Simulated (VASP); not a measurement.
# Te2Mo (Fm-3m) in VASP: single point with PBE

Aim: the single point of Te2Mo with PBE.

All numbers are computed with VASP 6.6.1; they aren't measurements. Logs are shortened: lines on timing, memory, paths and dates and some standing lists are left out, and cuts for length are marked.

## 1. The cell of the first run

It takes space group Fm-3m (No. 225, cubic). The conventional cell has a = 6.630 Å, b = 6.630 Å, c = 6.630 Å, α = 90.00°, β = 90.00°, γ = 90.00°. Mo (site symmetry m-3m) has 8 Te at 2.87 Å within 3.8 Å. Te (site symmetry -43m) has 4 Mo at 2.87 Å and 6 Te at 3.31 Å within 3.8 Å.

## 2. Single point, PBE

The input, INCAR:

```
SYSTEM = Te2Mo
ALGO = Normal
EDIFF = 1E-6
ENCUT = 520
GGA = PE
ISIF = 2
ISMEAR = -1
LASPH = .True.
LCHARG = .False.
LREAL = .False.
LWAVE = .False.
NBANDS = 20
NELM = 60
PREC = Accurate
SIGMA = 0.02
```

The input, KPOINTS:

```
k-points
0
Gamma
  4 4 4
  0 0 0
```

The input, POSCAR:

```
Te2Mo
1.0
    0.0000000000      3.3148317878      3.3148317878
    3.3148317878      0.0000000000      3.3148317878
    3.3148317878      3.3148317878      0.0000000000
Mo Te
1 2
Direct
    0.0000000000      0.0000000000      0.0000000000
    0.2500000000      0.2500000000      0.2500000000
    0.7500000000      0.7500000000      0.7500000000
```

Potentials or basis: VASP PAW PBE potentials, release 64 (Mo_sv, Te).

On the command line:

```sh
> cat potpaw_PBE.64/Mo_sv/POTCAR potpaw_PBE.64/Te/POTCAR > POTCAR
> mpirun -np 1 vasp_std > vasp.out
```

OUTCAR:

```text
SYSTEM = Te2Mo
   EDIFF = 1E-6
   ENCUT = 520
   GGA = PE
   ISIF = 2
   ISMEAR = -1
   LASPH = .True.
   LREAL = .False.
   NELM = 60
   PREC = Accurate

 ion  position               nearest neighbor table
   1  0.000  0.000  0.000-   2 2.87   3 2.87   3 2.87   3 2.87   3 2.87   2 2.87   2 2.87   2 2.87

   2  0.250  0.250  0.250-   1 2.87   1 2.87   1 2.87   1 2.87   3 3.31   3 3.31   3 3.31   3 3.31
                             3 3.31   3 3.31
   3  0.750  0.750  0.750-   1 2.87   1 2.87   1 2.87   1 2.87   2 3.31   2 3.31   2 3.31   2 3.31
                             2 3.31   2 3.31

  LATTYP: Found a face centered cubic cell.
 ALAT       =     6.6296635756

  Lattice vectors:

 A1 = (   0.0000000000,   3.3148317878,   3.3148317878)
 A2 = (   3.3148317878,   0.0000000000,   3.3148317878)
 A3 = (   3.3148317878,   3.3148317878,   0.0000000000)

Analysis of symmetry for initial positions (statically):
=====================================================================
 Subroutine PRICEL returns:
 Original cell was already a primitive cell.

 Routine SETGRP: Setting up the symmetry group for a
 face centered cubic supercell.

 Subroutine GETGRP returns: Found 48 space group operations
 (whereof 48 operations were pure point group operations)
 out of a pool of 48 trial point group operations.

The static configuration has the point symmetry O_h .

Analysis of symmetry for dynamics (positions and initial velocities):
=====================================================================
 Subroutine PRICEL returns:
 Original cell was already a primitive cell.

 Routine SETGRP: Setting up the symmetry group for a
 face centered cubic supercell.

 Subroutine GETGRP returns: Found 48 space group operations
 (whereof 48 operations were pure point group operations)
 out of a pool of 48 trial point group operations.

The dynamic configuration has the point symmetry O_h .

 Subroutine INISYM returns: Found 48 space group operations
 (whereof 48 operations are pure point group operations),
 and found     1 'primitive' translations

----------------------------------------------------------------------------------------

                                     Primitive cell

  volume of cell :      72.8475

  direct lattice vectors                    reciprocal lattice vectors
     0.000000000  3.314831788  3.314831788    -0.150837216  0.150837216  0.150837216
     3.314831788  0.000000000  3.314831788     0.150837216 -0.150837216  0.150837216
     3.314831788  3.314831788  0.000000000     0.150837216  0.150837216 -0.150837216

  length of vectors
     4.687880071  4.687880071  4.687880071     0.261257723  0.261257723  0.261257723

  position of ions in fractional coordinates (direct lattice)
     0.000000000  0.000000000  0.000000000
     0.250000000  0.250000000  0.250000000
     0.750000000  0.750000000  0.750000000

  ion indices of the primitive-cell ions
   primitive index   ion index
                 1           1
                 2           2
                 3           3

----------------------------------------------------------------------------------------

 KPOINTS: k-points

Automatic generation of k-mesh.
 Grid dimensions read from file:
 generate k-points for:    4    4    4

 Generating k-lattice:

  Cartesian coordinates                     Fractional coordinates (reciprocal lattice)
    -0.037709304  0.037709304  0.037709304     0.250000000  0.000000000  0.000000000
     0.037709304 -0.037709304  0.037709304     0.000000000  0.250000000  0.000000000
     0.037709304  0.037709304 -0.037709304     0.000000000  0.000000000  0.250000000

  Length of vectors
     0.065314431  0.065314431  0.065314431

  Shift w.r.t. Gamma in fractional coordinates (k-lattice)
     0.000000000  0.000000000  0.000000000

 Subroutine IBZKPT returns following result:
 ===========================================

 Found      8 irreducible k-points:

 Following reciprocal coordinates:
            Coordinates               Weight
  0.000000  0.000000  0.000000      1.000000
  0.250000  0.000000  0.000000      8.000000
  0.500000  0.000000  0.000000      4.000000
  0.250000  0.250000  0.000000      6.000000
  0.500000  0.250000  0.000000     24.000000
 -0.250000  0.250000  0.000000     12.000000
  0.500000  0.500000  0.000000      3.000000
 -0.250000  0.500000  0.250000      6.000000
   k-points           NKPTS =      8   k-points in BZ     NKDIM =      8   number of bands    NBANDS=     20
   number of dos      NEDOS =    301   number of ions     NIONS =      3
   total plane-waves  NPLWV =  46656
   dimension x,y,z NGX =    36 NGY =   36 NGZ =   36
   dimension x,y,z NGXF=    72 NGYF=   72 NGZF=   72
   ions per type =               1   2
   NGX,Y,Z   is equivalent  to a cutoff of  12.77, 12.77, 12.77 a.u.
   NGXF,Y,Z  is equivalent  to a cutoff of  25.53, 25.53, 25.53 a.u.
 SYSTEM =  Te2Mo
   PREC   = accura    normal or accurate (medium, high low for compatibility)
   ISTART =      0    job   : 0-new  1-cont  2-samecut
   ICHARG =      2    charge: 1-file 2-atom 10-const
   ISPIN  =      1    spin polarized calculation?
   LNONCOLLINEAR =      F non collinear calculations
   LSORBIT =      F    spin-orbit coupling
   LASPH  =      T    aspherical Exc in radial PAW
   ENCUT  =  520.0 eV  38.22 Ry    6.18 a.u.   8.72  8.72  8.72*2*pi/ulx,y,z
   NELM   =     60;   NELMIN=  2; NELMDL= -5     # of ELM steps
   EDIFF  = 0.1E-05   stopping-criterion for ELM
   LREAL  =      F    real-space projection
   EDIFFG = 0.1E-04   stopping-criterion for IOM
   NSW    =      0    number of steps for IOM
   IBRION =     -1    ionic relax: 0-MD 1-quasi-New 2-CG
   NFREE  =      0    steps in history (QN), initial steepest desc. (CG)
   ISIF   =      2    stress and relaxation
   ISYM   =      2    0-nonsym 1-usesym 2-fastsym
   POTIM  = 0.5000    time-step for ionic-motion
   TEBEG  =    0.0;   TEEND  =   0.0 temperature during run
   PSTRESS=    0.0 pullay stress
   NELECT =      26.0000    total number of electrons
   NUPDOWN=      -1.0000    fix difference up-down
   EMIN   =  10.00;   EMAX   =-10.00  energy-range for DOS
   EFERMI =   0.00;   METHOD = LEGACY
   ISMEAR =    -1;   SIGMA  =   0.02  broadening in eV -4-tet -1-fermi 0-gaus
   EFERMI_NEDOS =   21; number of points for ismear=-14 and -15
   IALGO  =     38    algorithm
   IMIX   =      4    mixing-type and parameters
     AMIX     =   0.40;   BMIX     =  1.00
     AMIX_MAG =   1.60;   BMIX_MAG =  1.00
  volume/ion in A,a.u.               =      24.28       163.87
  Fermi-wavevector in a.u.,A,eV,Ry     =   1.161256  2.194455 18.347652  1.348514
  Thomas-Fermi vector in A             =   2.297829
   LORBIT       =      0    0 simple, 1 ext, 2 COOP (PROOUT), +10 PAW based schemes
   GGA     = PE    functional components
   LHFCALC =     F    Hartree Fock is set to
   AEXX    =    0.0000 exact exchange contribution
   IVDW    =     0    specifies the selected vdW correction
   LEPSILON=     F    determine dielectric tensor
   LRPA    =     F    only Hartree local field effects (RPA)
 non-spin polarized calculation
  energy-cutoff  :      520.00
  volume of cell :       72.85
 maximum number of plane-waves:      1964
 NGX is ok and might be reduce to    36
   NGX = 17   NGY = 17   NGZ = 17

 number of electron      26.0000001 magnetization

 Free energy of the ion-electron system (eV)
  ---------------------------------------------------
  ext. energy  EPLUGINS =         0.00000000
  ---------------------------------------------------
  free energy    TOTEN  =       -16.45872164 eV

  energy without entropy =      -16.45005123  energy(sigma->0) =      -16.45438644

 E-fermi :   8.7730     XC(G=0): -10.6060

 val. band max:        8.6683305499   @ k =   0.2500   0.2500   0.0000
 cond. band min:       8.7947470788   @ k =   0.5000   0.2500   0.0000
 fundamental gap:      0.1264165289
 Fermi energy:         8.7729935271

 k-point     1 :       0.0000    0.0000    0.0000
  band No.  band energies     occupation
      1     -51.7172      2.00000
      2     -25.8402      2.00000
      3     -25.8402      2.00000
      4     -25.8402      2.00000
      5      -4.8268      2.00000
      6      -0.1888      2.00000
[... 12 lines left out ...]
     19      12.3243      0.00000
     20      12.3243      0.00000

 k-point     2 :       0.2500    0.0000    0.0000
  band No.  band energies     occupation
      1     -51.7171      2.00000
      2     -25.8458      2.00000
      3     -25.8410      2.00000
      4     -25.8410      2.00000
      5      -4.2950      2.00000
      6      -1.2950      2.00000
[... 12 lines left out ...]
     19      14.1253      0.00000
     20      14.1253      0.00000

 k-point     3 :       0.5000    0.0000    0.0000
  band No.  band energies     occupation
      1     -51.7169      2.00000
      2     -25.8514      2.00000
      3     -25.8419      2.00000
      4     -25.8419      2.00000
      5      -3.1151      2.00000
      6      -2.7632      2.00000
[... 12 lines left out ...]
     19      15.9603      0.00000
     20      16.0394      0.00000

 k-point     4 :       0.2500    0.2500    0.0000
  band No.  band energies     occupation
      1     -51.7170      2.00000
      2     -25.8461      2.00000
      3     -25.8421      2.00000
      4     -25.8421      2.00000
      5      -4.1353      2.00000
      6      -1.3520      2.00000
[... 12 lines left out ...]
     19      15.6096      0.00000
     20      15.8531      0.00000

 k-point     5 :       0.5000    0.2500    0.0000
  band No.  band energies     occupation
      1     -51.7169      2.00000
      2     -25.8499      2.00000
      3     -25.8448      2.00000
      4     -25.8430      2.00000
      5      -3.1957      2.00000
      6      -2.3232      2.00000
[... 12 lines left out ...]
     19      16.0750      0.00000
     20      16.9972      0.00000

 k-point     6 :      -0.2500    0.2500    0.0000
  band No.  band energies     occupation
      1     -51.7169      2.00000
      2     -25.8483      2.00000
      3     -25.8451      2.00000
      4     -25.8419      2.00000
      5      -3.5275      2.00000
      6      -2.1167      2.00000
[... 12 lines left out ...]
     19      15.0818      0.00000
     20      15.5202      0.00000

 k-point     7 :       0.5000    0.5000    0.0000
  band No.  band energies     occupation
      1     -51.7168      2.00000
      2     -25.8519      2.00000
      3     -25.8441      2.00000
      4     -25.8441      2.00000
      5      -3.1039      2.00000
      6      -2.0555      2.00000
[... 12 lines left out ...]
     19      15.2610      0.00000
     20      16.4186      0.00000

 k-point     8 :      -0.2500    0.5000    0.2500
  band No.  band energies     occupation
      1     -51.7168      2.00000
      2     -25.8480      2.00000
      3     -25.8480      2.00000
      4     -25.8441      2.00000
      5      -2.6552      2.00000
      6      -2.6552      2.00000
[... 12 lines left out ...]
     19      14.0246      0.00000
     20      16.6038      0.00000

------------------------ aborting loop because EDIFF is reached ----------------------------------------

  FORCE on cell =-STRESS in cart. coord.  units (eV):
  Direction    XX          YY          ZZ          XY          YZ          ZX
  --------------------------------------------------------------------------------------
  -------------------------------------------------------------------------------------
  Total        0.8379916      0.8379916      0.8379916      0.0000000      0.0000000      0.0000000
  in kB       18.4304423     18.4304423     18.4304423      0.0000000      0.0000000      0.0000000
  external PRESSURE =      18.4304423 kB  Pullay stress =       0.0000000 kB

 VOLUME and BASIS-vectors are now :
 -----------------------------------------------------------------------------
  energy-cutoff  :      520.00
  volume of cell :       72.85
      direct lattice vectors                 reciprocal lattice vectors
     0.000000000  3.314831788  3.314831788    -0.150837216  0.150837216  0.150837216
     3.314831788  0.000000000  3.314831788     0.150837216 -0.150837216  0.150837216
     3.314831788  3.314831788  0.000000000     0.150837216  0.150837216 -0.150837216

 POSITION                                       TOTAL-FORCE (eV/Angst)
 -----------------------------------------------------------------------------------
      0.00000      0.00000      0.00000         0.000000      0.000000      0.000000
      1.65742      1.65742      1.65742         0.000000      0.000000      0.000000
      4.97225      4.97225      4.97225        -0.000000     -0.000000     -0.000000
 -----------------------------------------------------------------------------------
    total drift:                               -0.000000      0.000000      0.000000

  FREE ENERGIE OF THE ION-ELECTRON SYSTEM (eV)
  ---------------------------------------------------
  free  energy   TOTEN  =       -16.4587216416 eV

  energy  without entropy=      -16.4500512287  energy(sigma->0) =      -16.45438644
```

It took 17 s on 1 thread of AMD EPYC 7R43 (Zen 3), shared host; peak memory 0.17 GiB.

What came out:

| Item | Value |
| --- | --- |
| Free energy | -16.4587 eV |
| Pressure | 1.8 GPa |
| Band gap on the k mesh | zero (band 13 reaches 9.10 eV, above the bottom of band 14 at 8.37 eV) |

Caveat: the k points lie up to 0.41 Å⁻¹ apart; spin-orbit coupling is left out, which moves the levels of the heavy elements.
